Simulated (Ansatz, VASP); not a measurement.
Two plane-wave programs on Zr

```xyz
2
Lattice="3.1276 0.0000 0.0000 -1.5638 2.7085 0.0000 0.0000 0.0000 4.9499" Properties=species:S:1:pos:R:3 pbc="T T T"
Zr    0.0000    1.8057    1.2375
Zr    1.5638    0.9028    3.7124
```

Alike in both runs: task relaxation of cell and atoms; functional PBE; k mesh 6 × 6 × 4; occupations gaussian, width 0.1 eV; no spin polarisation.

|  | VASP | Ansatz |
| --- | --- | --- |
| version | VASP 6.6.1 | Ansatz 0.2.0 |
| potentials or method | VASP PAW PBE potentials, release 64 (Zr_sv), cutoff 600 eV | scalar-relativistic, plane waves, PAW |
| valence electrons in the cell | 24 | 24 |

```csv
,VASP,Ansatz,Ansatz less VASP
"gap on the k mesh at the Fermi level, each at its own relaxed structure (eV)",none,none,-
relaxed volume (Å³/atom),23.33,23.40,+0.069
relaxed cell length with the largest relative difference (Å),5.191,5.171,-0.0196
```

A gap of «none» marks a metal or a gap that the smearing closes.

The k mesh is coarse, so the values compare programs but aren't converged.
